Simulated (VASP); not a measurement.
# HfN: single point with PBEsol

HfN:

```
Hf N
1.0
     0.00000    2.50297    2.50297
     2.50297    0.00000    2.50297
     2.50297    2.50297    0.00000
Hf N
1 1
Direct
  0.00000 0.00000 0.00000
  0.25000 0.25000 0.25000
```

This cell differs from its parent crystal: volume scaled by 1.06.

```yaml
Program: VASP 6.6.1
Task: single point
Functional: PBEsol
Potentials_or_basis: VASP PAW PBE potentials, release 64 (Hf_pv, N)
Cutoff: 520 eV
k_mesh: 9 × 9 × 9
Occupations: fermi-dirac, width 0.05 eV
Spin: no spin polarisation
Dipole_correction: no
Further_INCAR_settings: ALGO = Normal; EDIFF = 1e-06; NBANDS = 14
```

The pressure is -15.3 GPa.

Levels at points of the mesh, in eV from the Fermi level:
```
           k point  band 5  band 6  band 7  band 8  band 9  band 10  band 11  band 12
(0.00, 0.00, 0.00)   -5.16   -5.16   -5.16   -0.84    2.09     2.09     6.23     6.23
```

It took 23 s on 1 thread of AMD EPYC 7R43 64-Core Processor (Zen 3), on a shared host, peak memory 0.13 GiB.

Caveat: the PAW data sets were made with another functional, which shifts forces and pressure a little; spin-orbit coupling is left out, which moves the levels of the heavy elements.
